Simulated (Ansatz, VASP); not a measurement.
SrCl2 in VASP and in Ansatz

Contents of POSCAR:

```
SrCl2
1.0
    0.0000000000      3.4976509425      3.4976509425
    3.4976509425      0.0000000000      3.4976509425
    3.4976509425      3.4976509425      0.0000000000
Sr Cl
1 2
Direct
    0.0000000000      0.0000000000      0.0000000000
    0.2500000000      0.2500000000      0.2500000000
    0.7500000000      0.7500000000      0.7500000000
```

The input INCAR.step1:

```
SYSTEM = SrCl2
  PREC = Accurate
  ENCUT = 520
  ISMEAR = 0
  SIGMA = 0.01
  LREAL = .False.
  LASPH = .True.
  NELM = 80
  NBANDS = 19
  GGA = PE
  ALGO = Normal
  EDIFF = 1E-4
  LWAVE = .True.
  LCHARG = .False.
```

INCAR.step2

```
SYSTEM = SrCl2
  PREC = Accurate
  ENCUT = 520
  EDIFF = 1E-6
  ISMEAR = 0
  SIGMA = 0.01
  LREAL = .False.
  LASPH = .True.
  NELM = 80
  ALGO = Normal
  ISIF = 2
  LWAVE = .False.
  LCHARG = .False.
  METAGGA = R2SCAN
  LMIXTAU = .True.
  NBANDS = 19
  ISTART = 1
```

File KPOINTS:

```
regular mesh
0
Gamma
  6 6 6
  0 0 0
```

Input for Ansatz:

```yaml
crystal:
  lattice:
    - [0.0, 3.4976509425, 3.4976509425]
    - [3.4976509425, 0.0, 3.4976509425]
    - [3.4976509425, 3.4976509425, 0.0]
  atoms:
    - { symbol: Sr, position: [0.0, 0.0, 0.0] }
    - { symbol: Cl, position: [0.25, 0.25, 0.25] }
    - { symbol: Cl, position: [0.75, 0.75, 0.75] }
kpoints:
  mp_grid: { grid: [6, 6, 6] }
hamiltonian:
  xc: r2scan
scf:
  occupations: { method: fixed }
  n_extra_bands: 4
output:
  forces: true
  stress: true
  eigenvalues: true
```

Alike in both runs: task single point; functional r2SCAN; k mesh 6 × 6 × 6; no spin polarisation.

|  | VASP | Ansatz |
| --- | --- | --- |
| version | VASP 6.6.1 | Ansatz 0.2.0 |
| potentials or method | VASP PAW PBE potentials, release 64 (Sr_sv, Cl) | plane waves, PAW |
| plane-wave cutoff (eV) | 520 | 500 |
| occupations | gaussian, width 0.01 eV | fixed |
| valence electrons in the cell | 24 | 24 |

|  | VASP | Ansatz | Ansatz less VASP |
| --- | --- | --- | --- |
| gap on the k mesh at the Fermi level (eV) | 5.94 | 5.94 | 0.000 |
| pressure (GPa) | 0.0 | 0.0 | -0.04 |

VASP's potentials were made for PBE, not for r2SCAN.
